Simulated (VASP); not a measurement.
Set up this calculation in VASP 6.6.1, as the native input.

```yaml
Task: single point
Functional: r2SCAN
Potentials_or_basis: VASP PAW PBE potentials, release 64 (Sn_d)
Cutoff: 520 eV
k_mesh: 6 × 6 × 6
Occupations: fermi-dirac, width 0.02 eV
Spin: no spin polarisation
Dipole_correction: no
Further_INCAR_settings: ALGO = Normal; EDIFF = 1e-06; NBANDS = 21
```

Sn:

```xyz
2
Lattice="0.0000 3.3501 3.3501 3.3501 0.0000 3.3501 3.3501 3.3501 0.0000" Properties=species:S:1:pos:R:3 pbc="T T T"
Sn    0.0000    0.0000    0.0000
Sn    1.6751    1.6751    1.6751
```

This cell differs from its parent crystal: strain +2.0%.

These files were run (other wordings do the same):

POSCAR

```
Sn
1.0
    0.0000000000      3.3501489766      3.3501489766
    3.3501489766      0.0000000000      3.3501489766
    3.3501489766      3.3501489766      0.0000000000
Sn
2
Direct
    0.0000000000      0.0000000000      0.0000000000
    0.2500000000      0.2500000000      0.2500000000
```

INCAR.step1

```
ALGO     = Normal         # electronic algorithm
EDIFF    = 1E-4           # SCF threshold, eV
ENCUT    = 520            # plane-wave cutoff, eV
GGA      = PE             # functional
ISMEAR   = -1             # smearing method
LASPH    = T              # aspherical terms in the spheres
LCHARG   = F              # write CHGCAR
LREAL    = F              # projectors in reciprocal space
LWAVE    = T              # write WAVECAR
NBANDS   = 21             # bands
NELM     = 80             # most SCF steps
PREC     = Accurate       # precision mode
SIGMA    = 0.02           # smearing width, eV
```

INCAR.step2

```
ALGO     = Normal         # electronic algorithm
EDIFF    = 1E-6           # SCF threshold, eV
ENCUT    = 520            # plane-wave cutoff, eV
ISIF     = 2              # what is computed and relaxed
ISMEAR   = -1             # smearing method
ISTART   = 1            
LASPH    = T              # aspherical terms in the spheres
LCHARG   = T              # write CHGCAR
LELF     = T              # ELF
LMIXTAU  = T            
LREAL    = F              # projectors in reciprocal space
LVHAR    = T            
LWAVE    = F              # write WAVECAR
METAGGA  = R2SCAN         # meta-GGA
NBANDS   = 21             # bands
NELM     = 80             # most SCF steps
PREC     = Accurate       # precision mode
SIGMA    = 0.02           # smearing width, eV
```

KPOINTS

```
k-points
0
Gamma
  6 6 6
```

Potentials or basis: VASP PAW PBE potentials, release 64 (Sn_d).

Command:

```console
$ cat potpaw_PBE.64/Sn_d/POTCAR > POTCAR
$ cp INCAR.step1 INCAR
$ mpirun -np 1 vasp_std > vasp.out
$ cp INCAR.step2 INCAR
$ mpirun -np 1 vasp_std > vasp.out
```

Results of the run:

```
Pressure               : -2.2 GPa
Band gap on the k mesh : zero (bands 14 and 15 overlap by 0.06 eV)
```

Caveat: the cell differs from its parent crystal (strain +2.0%); the PAW data sets were made with another functional, which shifts forces and pressure a little; spin-orbit coupling is left out, which moves the levels of the heavy elements.

It took 68 s on 1 thread of AMD EPYC 9R45 96-Core Processor (Zen 5), with other jobs on the host, peak memory 0.18 GiB.
